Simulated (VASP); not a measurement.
## Sr: single point with PBEsol

Crystal: Sr.

```xyz
1
Lattice="-2.4250 2.0612 2.4250 2.4250 -2.0612 2.4250 2.4250 2.0612 -2.4250" Properties=species:S:1:pos:R:3 pbc="T T T"
Sr    0.0000    0.0000    0.0000
```

This cell differs from its parent crystal: strain -0.1500 x Voigt [0, 1, 0, 0, 0, 0].

```yaml
Program: VASP 6.6.1
Task: single point
Functional: PBEsol
Potentials_or_basis: VASP PAW PBE potentials, release 64 (Sr_sv)
Cutoff: 520 eV
k_mesh: 14 × 14 × 14
Occupations: gaussian, width 0.15 eV
Spin: no spin polarisation
```

* Pressure: 0.9 GPa
* Band gap on the k mesh: zero (bands 5 and 6 overlap by 0.43 eV)

Stress tensor (GPa, compression positive):
```
0.35 0.00 0.00
0.00 1.98 0.00
0.00 0.00 0.35
```

Levels at points of the mesh, in eV from the Fermi level:
```tsv
k point	band 2	band 3	band 4	band 5	band 6	band 7	band 8	band 9
(0.00, 0.00, 0.00)	-18.14	-18.14	-18.14	-3.80	1.87	3.04	3.04	3.15
(0.50, 0.00, 0.00)	-18.46	-18.24	-18.17	-0.96	0.73	0.90	3.87	5.43
(0.00, 0.50, 0.00)	-18.44	-18.21	-18.12	-1.27	0.14	2.13	3.02	4.16
(0.50, 0.50, 0.50)	-18.38	-18.38	-18.29	-0.43	-0.15	3.42	3.42	5.52
```

Wall time 42 s on 1 thread of Intel(R) Xeon(R) 6975P-C (Granite Rapids) (shared host), peak memory 0.26 GiB.

Caveat: the cell differs from its parent crystal (strain -0.1500 x Voigt [0, 1, 0, 0, 0, 0]); the PAW data sets were made with another functional, which shifts forces and pressure a little.
